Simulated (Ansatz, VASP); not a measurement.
Two plane-wave programs on ZrO2

```
Zr O
1.0
     0.00000    2.53500    2.53500
     2.53500    0.00000    2.53500
     2.53500    2.53500    0.00000
Zr O
1 2
Direct
  0.00000 0.00000 0.00000
  0.25000 0.25000 0.25000
  0.75000 0.75000 0.75000
```

Alike in both runs: task relaxation of cell and atoms; functional PBEsol; k mesh 8 × 8 × 8; occupations gaussian, width 0.02 eV; no spin polarisation.

|  | VASP | Ansatz |
| --- | --- | --- |
| version | VASP 6.6.1 | Ansatz 0.2.0 |
| potentials or method | VASP PAW PBE potentials, release 64 (Zr_sv, O), cutoff 600 eV | scalar-relativistic, plane waves, PAW |
| valence electrons in the cell | 24 | 24 |

|  | VASP | Ansatz | Ansatz less VASP |
| --- | --- | --- | --- |
| gap on the k mesh at the Fermi level, each at its own relaxed structure (eV) | 3.32 | 3.33 | +0.008 |
| relaxed volume (Å³/atom) | 10.83 | 10.82 | -0.009 |
| relaxed cell length with the largest relative difference (Å) | 3.582 | 3.581 | -0.0010 |

VASP's potentials were made for PBE, not for PBEsol.
